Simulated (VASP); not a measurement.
Set up this calculation in VASP 6.6.1, as the native input.

```
Task                   : single point
Functional             : r2SCAN
Dispersion             : rVV10
Potentials or basis    : VASP PAW PBE potentials, release 64 (Mg, B)
Cutoff                 : 520 eV
k mesh                 : 8 × 8 × 6
Occupations            : gaussian, width 0.05 eV
Spin                   : no spin polarisation
Dipole correction      : no
Further INCAR settings : ALGO = Normal; EDIFF = 1e-06; NBANDS = 11
```

The system is MgB2.

```
CELL_PARAMETERS angstrom
3.09350 0.00000 0.00000
-1.54675 2.67905 0.00000
0.00000 0.00000 3.51058
ATOMIC_POSITIONS crystal
Mg 0.00000 0.00000 0.00000
B 0.33333 0.66667 0.50000
B 0.66667 0.33333 0.50000
```

The input as run:

POSCAR

```
MgB2
1.0
    3.0935033252      0.0000000000      0.0000000000
   -1.5467516626      2.6790524663      0.0000000000
    0.0000000000      0.0000000000      3.5105801483
Mg B
1 2
Direct
    0.0000000000      0.0000000000      0.0000000000
    0.3333333333      0.6666666667      0.5000000000
    0.6666666667      0.3333333333      0.5000000000
```

INCAR.step1

```
SYSTEM = MgB2
PREC = Accurate
ENCUT = 520
ISMEAR = 0
SIGMA = 0.05
LREAL = .False.
LASPH = .True.
NELM = 60
NBANDS = 11
GGA = PE
ALGO = Normal
EDIFF = 1E-4
LWAVE = .True.
LCHARG = .False.
```

INCAR.step2

```
SYSTEM = MgB2
PREC = Accurate
ENCUT = 520
EDIFF = 1E-6
ISMEAR = 0
SIGMA = 0.05
LREAL = .False.
LASPH = .True.
NELM = 60
ALGO = Normal
ISIF = 2
LWAVE = .False.
LCHARG = .False.
METAGGA = R2SCAN
LMIXTAU = .True.
LUSE_VDW = .True.
IVDW_NL = 2
BPARAM = 11.95
CPARAM = 0.0093
NBANDS = 11
ISTART = 1
```

KPOINTS

```
regular mesh
0
Gamma
  8 8 6
  0 0 0
```

Potentials or basis: VASP PAW PBE potentials, release 64 (Mg, B).

Launch:

```console
$ cat potpaw_PBE.64/Mg/POTCAR potpaw_PBE.64/B/POTCAR > POTCAR
$ cp INCAR.step1 INCAR
$ mpirun -np 1 vasp_std > vasp.out
$ cp INCAR.step2 INCAR
$ mpirun -np 1 vasp_std > vasp.out
```

Results of the run:

```yaml
Pressure: -3.4 GPa
Band_gap_on_the_k_mesh: zero (bands 4 and 5 overlap by 2.71 eV)
```

Caveat: the cell stands under tension; the PAW data sets were made with another functional, which shifts forces and pressure a little.

Wall time 120 s on 1 thread of Intel Xeon 8259CL (shared host), peak memory 0.23 GiB.
